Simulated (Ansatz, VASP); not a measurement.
## Two plane-wave programs on LiF

Contents of INCAR:

```
PREC = Accurate
ENCUT = 520
EDIFF = 1E-7
ISMEAR = 0
SIGMA = 0.05
LREAL = F
LASPH = T
NELM = 60
ALGO = Normal
ISIF = 2
LWAVE = F
LCHARG = T
GGA = CA
LELF = T
LVHAR = T
NBANDS = 18
```

The input KPOINTS:

```
regular mesh
0
Gamma
  9 9 6
```

File POSCAR:

```
LiF
1.0
    3.0801704379      0.0000000000      0.0000000000
   -1.5400852189      2.6675058472      0.0000000000
    0.0000000000      0.0000000000      4.5087534870
Li F
2 2
Direct
    0.3333333333      0.6666666667      0.3371874601
    0.6666666667      0.3333333333      0.8371874601
    0.3333333333      0.6666666667      0.9910195924
    0.6666666667      0.3333333333      0.4910195924
```

Input for Ansatz:

```yaml
crystal:
  lattice:
    - [3.0801704379, 0.0, 0.0]
    - [-1.5400852189, 2.6675058472, 0.0]
    - [0.0, 0.0, 4.508753487]
  atoms:
    - { symbol: Li, position: [0.3333333333, 0.6666666667, 0.3371874601] }
    - { symbol: Li, position: [0.6666666667, 0.3333333333, 0.8371874601] }
    - { symbol: F, position: [0.3333333333, 0.6666666667, 0.9910195924] }
    - { symbol: F, position: [0.6666666667, 0.3333333333, 0.4910195924] }
basis:
  ecutwfc: 520.0
kpoints:
  mp_grid: { grid: [9, 9, 6] }
hamiltonian:
  xc: lda
scf:
  occupations: { method: gaussian, width: 0.05 }
output:
  forces: true
  stress: true
  eigenvalues: true
```

Alike in both runs: task single point; functional LDA; k mesh 9 × 9 × 6; occupations gaussian, width 0.05 eV; no spin polarisation.

|  | VASP | Ansatz |
| --- | --- | --- |
| version | VASP 6.6.1 | Ansatz 0.2.0 |
| potentials or method | VASP PAW LDA potentials, release 64 (Li_sv, F), cutoff 520 eV | scalar-relativistic, plane waves, PAW |
| valence electrons in the cell | 20 | 20 |

|  | VASP | Ansatz | Ansatz less VASP |
| --- | --- | --- | --- |
| gap on the k mesh at the Fermi level (eV) | 7.87 | 7.89 | +0.016 |
| least direct gap on the mesh (eV) | 7.87 | 7.89 | +0.016 |
| rms of the force components (eV/Å) | 1.340 | 1.300 | -0.0396 |

LDA's correlation is that of Perdew and Zunger in VASP and of Perdew and Wang (1992) in Ansatz. Atom by atom the forces differ by 0.040 eV/Å (rms over components).

Noted on VASP's run: the cutoff is under 1.25 times that of the potentials, so the pressure is a little rough.
